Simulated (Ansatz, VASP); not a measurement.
# One calculation of SiC, two programs

```
Si C
1.0
    -0.01070    2.16737    2.19006
     2.16737   -0.01070    2.19006
     2.15667    2.15667    0.00000
Si C
1 1
Direct
  0.99983 0.99983 0.00017
  0.25017 0.25017 0.24983
```

Change from the starting cell: strained cell.

Alike in both runs: task relaxation of the atoms; functional PBEsol; k mesh 10 × 10 × 10; occupations gaussian, width 0.02 eV; no spin polarisation.

|  | VASP | Ansatz |
| --- | --- | --- |
| version | VASP 6.6.1 | Ansatz 0.2.0 |
| potentials or method | VASP PAW PBE potentials, release 64 (Si, C), cutoff 520 eV | scalar-relativistic, plane waves, PAW |
| valence electrons in the cell | 8 | 8 |

|  | VASP | Ansatz | Ansatz less VASP |
| --- | --- | --- | --- |
| gap on the k mesh at the Fermi level, each at its own relaxed structure (eV) | 1.12 | 1.13 | +0.011 |

VASP's potentials were made for PBE, not for PBEsol, and Ansatz warns of the same on its side. Ansatz's warnings: stress scf threshold loose.
